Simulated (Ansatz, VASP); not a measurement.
**Ga2O3 in VASP and in Ansatz**

```
Ga O
1.0
     2.61692    1.51088    4.59268
    -2.61692    1.51088    4.59268
     0.00000   -3.02176    4.59268
Ga O
4 6
Direct
  0.35540 0.35540 0.35540
  0.14460 0.14460 0.14460
  0.64460 0.64460 0.64460
  0.85540 0.85540 0.85540
  0.55363 0.94637 0.25000
  0.25000 0.55363 0.94637
  0.94637 0.25000 0.55363
  0.44637 0.05363 0.75000
  0.75000 0.44637 0.05363
  0.05363 0.75000 0.44637
```

Change from the starting cell: strain +0.050 along x and y, +0.025 along z, atoms carried along.

Alike in both runs: task single point; functional r2SCAN; k mesh 6 × 6 × 6; occupations gaussian, width 0.05 eV; no spin polarisation.

```csv
,VASP,Ansatz
version,VASP 6.6.1,Ansatz 0.2.0
potentials or method,"VASP PAW PBE potentials, release 64 (Ga_d, O), cutoff 520 eV","scalar-relativistic, plane waves, PAW"
valence electrons in the cell,88,88
```

Ansatz gave:

```
gap on the k mesh at the Fermi level (eV)                     : 2.22
least direct gap on the mesh (eV)                             : 2.40
pressure (GPa)                                                : -22.2
traceless stress, the component that is largest in VASP (GPa) : 5.77
rms of the force components (eV/Å)                            : 0.037
```

What did VASP give for the same quantities?

gap on the k mesh at the Fermi level (eV): 2.21; least direct gap on the mesh (eV): 2.40; pressure (GPa): -21.2; traceless stress, the component that is largest in VASP (GPa): 5.52; rms of the force components (eV/Å): 0.042.

VASP's potentials were made for PBE, not for r2SCAN. Atom by atom the forces differ by 0.011 eV/Å (rms over components). The functional is the same, so the differences come from potentials, cutoffs and numerics.
